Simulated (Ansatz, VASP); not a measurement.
SiC in VASP and in Ansatz

```xyz
2
Lattice="0.0000 2.1646 2.1646 2.1646 0.0000 2.1646 2.1646 2.1646 0.0000" Properties=species:S:1:pos:R:3 pbc="T T T"
Si    3.2468    3.2468    3.2468
C     0.0000    0.0000    0.0000
```

Alike in both runs: functional LDA; k mesh 10 × 10 × 10; occupations gaussian, width 0.02 eV; no spin polarisation.

Ansatz relaxed the structure, and its values are those at the end. VASP's run is a single point on that final structure, the one shown.

```csv
,VASP,Ansatz
version,VASP 6.6.1,Ansatz 0.2.0
potentials or method,"VASP PAW LDA potentials, release 64 (Si, C), cutoff 520 eV","scalar-relativistic, plane waves, PAW"
valence electrons in the cell,8,8
```

Ansatz gave:

```
gap on the k mesh at the Fermi level (eV) : 1.30
least direct gap on the mesh (eV)         : 4.53
pressure (GPa)                            : 0.0
```

Problem. What did VASP give for the same quantities?

Solution. gap on the k mesh at the Fermi level (eV): 1.29; least direct gap on the mesh (eV): 4.52; pressure (GPa): 0.4.

LDA's correlation is that of Perdew and Zunger in VASP and of Perdew and Wang (1992) in Ansatz.
